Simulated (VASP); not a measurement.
# Mn (P6/mmm) in VASP: notebook

Runs on Mn. Level: LDA. Tasks: single point.

All numbers are computed with VASP 6.6.1; they aren't measurements. Logs are shortened: lines on timing, memory, paths and dates and some standing lists are left out, and cuts for length are marked.

## (1) The cell of the first run

It takes space group P6/mmm (No. 191, hexagonal). Conventional cell: a = 3.914 Å, b = 3.914 Å, c = 2.468 Å, α = 90.00°, β = 90.00°, γ = 120.00°. Within 3.3 Å of Mn (site symmetry 6/mmm) lie 14 Mn at 2.47 to 2.57 Å. Within 3.0 Å of Mn (site symmetry -6m2) lie 11 Mn at 2.26 to 2.57 Å.

This isn't the form of Mn at room conditions, which is a 58-atom cubic cell.

## (2) Single point, LDA, collinear spin, ferromagnetic start (10.91 Å³/atom)

File INCAR:

```
PREC = Accurate ; ENCUT = 520
EDIFF = 1E-6 ; ISMEAR = -1
SIGMA = 0.05 ; LREAL = False
LASPH = True ; NELM = 150
ALGO = Normal ; ISIF = 2
LWAVE = False ; LCHARG = False
ISPIN = 2 ; MAGMOM = 3 3 3
LORBIT = 11 ; LMAXMIX = 4
NBANDS = 30
```

File KPOINTS:

```
regular mesh
0
Gamma
  13 13 17
```

File POSCAR:

```
Mn
1.0
    3.9138449919      0.0000000000      0.0000000000
   -1.9569224959      3.3894891895      0.0000000000
    0.0000000000      0.0000000000      2.4677285599
Mn
3
Direct
    0.0000000000      0.0000000000      0.0000000000
    0.3333333333      0.6666666667      0.5000000000
    0.6666666667      0.3333333333      0.5000000000
```

Potentials or basis: VASP PAW LDA potentials, release 64 (Mn_pv).

Run with:

```
$ cat potpaw_LDA.64/Mn_pv/POTCAR > POTCAR
$ mpirun -np 1 vasp_std > vasp.out
```

OUTCAR:

```text
PREC = Accurate
   ENCUT = 520
   EDIFF = 1E-6
   ISMEAR = -1
   LREAL = False
   LASPH = True
   NELM = 150
   ISIF = 2
   ISPIN = 2
   LORBIT = 11

 ion  position               nearest neighbor table
   1  0.000  0.000  0.000-   2 2.57   3 2.57   2 2.57   3 2.57   3 2.57   3 2.57   2 2.57   2 2.57
                             3 2.57   3 2.57   2 2.57   2 2.57
   2  0.333  0.667  0.500-   3 2.26   3 2.26   3 2.26   1 2.57   1 2.57   1 2.57   1 2.57   1 2.57
                             1 2.57
   3  0.667  0.333  0.500-   2 2.26   2 2.26   2 2.26   1 2.57   1 2.57   1 2.57   1 2.57   1 2.57
                             1 2.57

  LATTYP: Found a hexagonal cell.
 ALAT       =     3.9138449919
 C/A-ratio  =     0.6305125944

  Lattice vectors:

 A1 = (   3.9138449919,   0.0000000000,   0.0000000000)
 A2 = (  -1.9569224959,   3.3894891895,   0.0000000000)
 A3 = (   0.0000000000,   0.0000000000,   2.4677285599)

Analysis of symmetry for initial positions (statically):
=====================================================================
 Subroutine PRICEL returns:
 Original cell was already a primitive cell.

 Routine SETGRP: Setting up the symmetry group for a
 hexagonal supercell.

 Subroutine GETGRP returns: Found 24 space group operations
 (whereof 24 operations were pure point group operations)
 out of a pool of 24 trial point group operations.

The static configuration has the point symmetry D_6h.

Analysis of symmetry for dynamics (positions and initial velocities):
=====================================================================
 Subroutine PRICEL returns:
 Original cell was already a primitive cell.

 Routine SETGRP: Setting up the symmetry group for a
 hexagonal supercell.

 Subroutine GETGRP returns: Found 24 space group operations
 (whereof 24 operations were pure point group operations)
 out of a pool of 24 trial point group operations.

The dynamic configuration has the point symmetry D_6h.

Analysis of structural, dynamic, and magnetic symmetry:
=====================================================================
 Subroutine PRICEL returns:
 Original cell was already a primitive cell.

 Routine SETGRP: Setting up the symmetry group for a
 hexagonal supercell.

 Subroutine GETGRP returns: Found 24 space group operations
 (whereof 24 operations were pure point group operations)
 out of a pool of 24 trial point group operations.

The overall configuration has the point symmetry D_6h.

 Subroutine INISYM returns: Found 24 space group operations
 (whereof 24 operations are pure point group operations),
 and found     1 'primitive' translations

----------------------------------------------------------------------------------------

                                     Primitive cell

  volume of cell :      32.7367

  direct lattice vectors                    reciprocal lattice vectors
     3.913844992  0.000000000  0.000000000     0.255503221  0.147514853  0.000000000
    -1.956922496  3.389489189  0.000000000     0.000000000  0.295029706  0.000000000
     0.000000000  0.000000000  2.467728560     0.000000000  0.000000000  0.405230955

  length of vectors
     3.913844992  3.913844992  2.467728560     0.295029706  0.295029706  0.405230955

  position of ions in fractional coordinates (direct lattice)
     0.000000000  0.000000000  0.000000000
     0.333333333  0.666666667  0.500000000
     0.666666667  0.333333333  0.500000000

  ion indices of the primitive-cell ions
   primitive index   ion index
                 1           1
                 2           2
                 3           3

----------------------------------------------------------------------------------------

 KPOINTS: regular mesh

Automatic generation of k-mesh.
 Grid dimensions read from file:
 generate k-points for:   13   13   17

 Generating k-lattice:

  Cartesian coordinates                     Fractional coordinates (reciprocal lattice)
     0.019654094  0.011347296  0.000000000     0.076923077  0.000000000  0.000000000
     0.000000000  0.022694593  0.000000000     0.000000000  0.076923077  0.000000000
     0.000000000  0.000000000  0.023837115     0.000000000  0.000000000  0.058823529

  Length of vectors
     0.022694593  0.022694593  0.023837115

  Shift w.r.t. Gamma in fractional coordinates (k-lattice)
     0.000000000  0.000000000  0.000000000

 Subroutine IBZKPT returns following result:
 ===========================================

 Found    189 irreducible k-points:

 Following reciprocal coordinates:
            Coordinates               Weight
  0.000000  0.000000  0.000000      1.000000
  0.076923  0.000000  0.000000      6.000000
  0.153846  0.000000  0.000000      6.000000
  0.230769  0.000000  0.000000      6.000000
  0.307692  0.000000  0.000000      6.000000
  0.384615  0.000000  0.000000      6.000000
[... 16 lines left out ...]
  0.076923  0.000000  0.058824     12.000000
  0.153846  0.000000  0.058824     12.000000
 [... further k-points ...]
   k-points           NKPTS =    189   k-points in BZ     NKDIM =    189   number of bands    NBANDS=     30
   number of dos      NEDOS =    301   number of ions     NIONS =      3
   total plane-waves  NPLWV =  16200
   dimension x,y,z NGX =    30 NGY =   30 NGZ =   18
   dimension x,y,z NGXF=    60 NGYF=   60 NGZF=   36
   ions per type =               3
   NGX,Y,Z   is equivalent  to a cutoff of  12.74, 12.74, 12.13 a.u.
   NGXF,Y,Z  is equivalent  to a cutoff of  25.49, 25.49, 24.25 a.u.
 SYSTEM =  unknown system
   PREC   = accura    normal or accurate (medium, high low for compatibility)
   ISTART =      0    job   : 0-new  1-cont  2-samecut
   ICHARG =      2    charge: 1-file 2-atom 10-const
   ISPIN  =      2    spin polarized calculation?
   LNONCOLLINEAR =      F non collinear calculations
   LSORBIT =      F    spin-orbit coupling
   LASPH  =      T    aspherical Exc in radial PAW
   ENCUT  =  520.0 eV  38.22 Ry    6.18 a.u.   7.28  7.28  4.59*2*pi/ulx,y,z
   NELM   =    150;   NELMIN=  2; NELMDL= -5     # of ELM steps
   EDIFF  = 0.1E-05   stopping-criterion for ELM
   LREAL  =      F    real-space projection
   EDIFFG = 0.1E-04   stopping-criterion for IOM
   NSW    =      0    number of steps for IOM
   IBRION =     -1    ionic relax: 0-MD 1-quasi-New 2-CG
   NFREE  =      0    steps in history (QN), initial steepest desc. (CG)
   ISIF   =      2    stress and relaxation
   ISYM   =      2    0-nonsym 1-usesym 2-fastsym
   POTIM  = 0.5000    time-step for ionic-motion
   TEBEG  =    0.0;   TEEND  =   0.0 temperature during run
   PSTRESS=    0.0 pullay stress
   NELECT =      39.0000    total number of electrons
   NUPDOWN=      -1.0000    fix difference up-down
   EMIN   =  10.00;   EMAX   =-10.00  energy-range for DOS
   EFERMI =   0.00;   METHOD = LEGACY
   ISMEAR =    -1;   SIGMA  =   0.05  broadening in eV -4-tet -1-fermi 0-gaus
   EFERMI_NEDOS =   21; number of points for ismear=-14 and -15
   IALGO  =     38    algorithm
   IMIX   =      4    mixing-type and parameters
     AMIX     =   0.40;   BMIX     =  1.00
     AMIX_MAG =   1.60;   BMIX_MAG =  1.00
  volume/ion in A,a.u.               =      10.91        73.64
  Fermi-wavevector in a.u.,A,eV,Ry     =   1.735473  3.279569 40.978948  3.011868
  Thomas-Fermi vector in A             =   2.809072
   LORBIT       =     11    0 simple, 1 ext, 2 COOP (PROOUT), +10 PAW based schemes
   GGA     = CA    functional components
   LHFCALC =     F    Hartree Fock is set to
   AEXX    =    0.0000 exact exchange contribution
   IVDW    =     0    specifies the selected vdW correction
   LEPSILON=     F    determine dielectric tensor
   LRPA    =     F    only Hartree local field effects (RPA)
 spin polarized calculation
  energy-cutoff  :      520.00
  volume of cell :       32.74
 maximum number of plane-waves:       915
 NGX is ok and might be reduce to    30
   NGX = 15   NGY = 15   NGZ =  9

 number of electron      38.9999976 magnetization       0.0035951

 number of electron      38.9999976 magnetization      -0.0006952

 Free energy of the ion-electron system (eV)
  ---------------------------------------------------
  ext. energy  EPLUGINS =         0.00000000
  ---------------------------------------------------
  free energy    TOTEN  =       -30.16788647 eV

  energy without entropy =      -30.13924299  energy(sigma->0) =      -30.15356473

 E-fermi :   9.9874     XC(G=0): -14.2615

 val. band max:        9.9871801890   @ k =   0.3077   0.1538   0.3529
 cond. band min:       9.9874345746   @ k =   0.3077   0.1538   0.3529
 fundamental gap:      0.0002543856
 Fermi energy:         9.9873698705

 spin component 1

 k-point     1 :       0.0000    0.0000    0.0000
  band No.  band energies     occupation
      1     -37.8097      1.00000
      2     -37.8097      1.00000
      3     -37.4742      1.00000
      4     -37.4742      1.00000
      5     -37.3723      1.00000
      6     -37.1860      1.00000
[... 781 lines left out ...]
     29      21.4043      0.00000
     30      22.5985      0.00000

 [... further k-points ...]

 spin component 2

 k-point     1 :       0.0000    0.0000    0.0000
  band No.  band energies     occupation
      1     -37.8092      1.00000
      2     -37.8092      1.00000
      3     -37.4752      1.00000
      4     -37.4752      1.00000
      5     -37.3722      1.00000
      6     -37.1854      1.00000
[... 781 lines left out ...]
     29      21.4041      0.00000
     30      22.5984      0.00000

 [... further k-points ...]

------------------------ aborting loop because EDIFF is reached ----------------------------------------

  FORCE on cell =-STRESS in cart. coord.  units (eV):
  Direction    XX          YY          ZZ          XY          YZ          ZX
  --------------------------------------------------------------------------------------
  -------------------------------------------------------------------------------------
  Total       -4.3395625     -4.3395625     -4.0476945     -0.0000000      0.0000000     -0.0000000
  in kB     -212.3837403   -212.3837403   -198.0993479     -0.0000000      0.0000000     -0.0000000
  external PRESSURE =    -207.6222762 kB  Pullay stress =       0.0000000 kB

 VOLUME and BASIS-vectors are now :
 -----------------------------------------------------------------------------
  energy-cutoff  :      520.00
  volume of cell :       32.74
      direct lattice vectors                 reciprocal lattice vectors
     3.913844992  0.000000000  0.000000000     0.255503221  0.147514853  0.000000000
    -1.956922496  3.389489189  0.000000000     0.000000000  0.295029706  0.000000000
     0.000000000  0.000000000  2.467728560     0.000000000  0.000000000  0.405230955

 POSITION                                       TOTAL-FORCE (eV/Angst)
 -----------------------------------------------------------------------------------
      0.00000      0.00000      0.00000        -0.000000      0.000000      0.000000
     -0.00000      2.25966      1.23386        -0.000000      0.000000      0.000000
      1.95692      1.12983      1.23386         0.000000      0.000000      0.000000
 -----------------------------------------------------------------------------------
    total drift:                               -0.000000      0.000000      0.000000

  FREE ENERGIE OF THE ION-ELECTRON SYSTEM (eV)
  ---------------------------------------------------
  free  energy   TOTEN  =       -30.1678864699 eV

  energy  without entropy=      -30.1392429853  energy(sigma->0) =      -30.15356473

 total charge

# of ion       s       p       d       tot
------------------------------------------
    1        0.398   6.371   5.148  11.917
    2        0.429   6.392   5.210  12.031
    3        0.429   6.392   5.210  12.031
--------------------------------------------------
tot          1.255  19.156  15.569  35.980

 magnetization (x)

# of ion       s       p       d       tot
------------------------------------------
    1       -0.000  -0.000  -0.001  -0.002
    2        0.000   0.000   0.000   0.000
    3        0.000   0.000   0.000   0.000
--------------------------------------------------
tot          0.000  -0.000  -0.001  -0.001
```

Run time: 10 min. Hardware: 1 thread of Intel Xeon 8259CL, shared host; peak memory 0.33 GiB.

What came out:

```yaml
Free_energy: -30.1679 eV
Pressure: -20.8 GPa
Net_moment: 0.00 μB per cell
Valence_electrons_inside_the_program's_atomic_spheres: Mn 11.92, 12.03 (each value once)
```

Caveat: the cell stands under tension; the moments typed at the start vanished in this run.

## (3) Single point, LDA

This run uses another cell than the first one, of 10.11 Å³/atom.

File INCAR:

```
  ALGO = Normal
  EDIFF = 1E-6
  ENCUT = 500
  GGA_COMPAT = F
  ISIF = 2
  ISMEAR = -1
  LASPH = T
  LCHARG = T
  LELF = T
  LREAL = F
  LVHAR = T
  LWAVE = F
  NBANDS = 26
  NELM = 120
  PREC = Accurate
  SIGMA = 0.1
```

File KPOINTS:

```
k-points
0
Gamma
  13 13 17
```

File POSCAR:

```
Mn
1.0
    3.8183517261      0.0000000000      0.0000000000
   -1.9091758630      3.3067895954      0.0000000000
    0.0000000000      0.0000000000      2.4024539521
Mn
3
Direct
    1.0000000000      1.0000000000      0.0000000000
    0.3333333333      0.6666666667      0.5000000000
    0.6666666667      0.3333333333      0.5000000000
```

Potentials or basis: VASP PAW LDA potentials, release 64 (Mn_pv).

Run with:

```
$ cat potpaw_LDA.64/Mn_pv/POTCAR > POTCAR
$ mpirun -np 1 vasp_std > vasp.out
```

Wall time 3.1 min (1 thread of Intel Xeon 8259CL, shared host); peak memory 0.21 GiB.

It converged, with:

| Quantity | Value |
| --- | --- |
| Free energy | -30.3691 eV |
| Pressure | 0.6 GPa |
| Band gap on the k mesh | zero (an odd number of electrons rules out a gap without spin polarisation) |

Stress tensor (GPa, compression positive):
```
0.72 0.00 0.00
0.00 0.72 0.00
0.00 0.00 0.29
```

Levels at points of the mesh, in eV from the Fermi level:
```
           k point  band 18  band 19  band 20  band 21  band 22  band 23
(0.00, 0.00, 0.00)    -0.61    -0.61    -0.16    -0.16    -0.04    -0.04
```

Caveat: the run has no spin polarisation, though such a crystal can be magnetic. Spin polarisation is off, so any magnetic state and its effect on volume and gap are missing.

## (4) Single point, LDA (9.30 Å³/atom)

This run uses another cell than the first one, of 9.30 Å³/atom.

File INCAR:

```
SYSTEM = Mn
  PREC = Accurate
  ENCUT = 680
  EDIFF = 1E-6
  ISMEAR = -1
  SIGMA = 0.1
  LREAL = .FALSE.
  LASPH = .TRUE.
  NELM = 120
  ALGO = Normal
  ISIF = 2
  LWAVE = .FALSE.
  LCHARG = .TRUE.
  GGA = CA
  LELF = .TRUE.
  LVHAR = .TRUE.
  NBANDS = 30
  GGA_COMPAT = .FALSE.
```

File KPOINTS:

```
Automatic mesh
0
G
  11 11 15
  0 0 0
```

File POSCAR:

```
Mn
1.0
    3.7136862234      0.0000000000      0.0000000000
   -1.8568431117      3.2161466112      0.0000000000
    0.0000000000      0.0000000000      2.3365998693
Mn
3
Direct
    1.0000000000      1.0000000000      0.0000000000
    0.3333333333      0.6666666667      0.5000000000
    0.6666666667      0.3333333333      0.5000000000
```

Potentials or basis: VASP PAW LDA potentials, release 64 (Mn_sv).

Run with:

```
$ cat potpaw_LDA.64/Mn_sv/POTCAR > POTCAR
$ mpirun -np 1 vasp_std > vasp.out
```

It took 1.9 min on 1 thread of Intel Xeon Platinum 8259CL at 2.50GHz (Skylake/Cascade Lake), shared host; peak memory 0.22 GiB.

The run converged. Its results:

```yaml
Free_energy: -30.3879 eV
Pressure: 31.2 GPa
Band_gap_on_the_k_mesh: zero (an odd number of electrons rules out a gap without spin polarisation)
```

Stress tensor (GPa, compression positive):
```
32.11  0.00  0.00
 0.00 32.11  0.00
 0.00  0.00 29.49
```

Levels at points of the mesh, in eV from the Fermi level:
```
           k point  band 19  band 20  band 21  band 22  band 23  band 24  band 25  band 26
(0.00, 0.00, 0.00)    -2.02    -1.37    -0.71    -0.71    -0.20    -0.20    -0.06    -0.06
```

Caveat: the cell stands under pressure; the run has no spin polarisation, though such a crystal can be magnetic. Spin polarisation is off, so any magnetic state and its effect on volume and gap are missing.

(Continued in part 2 of 2.)
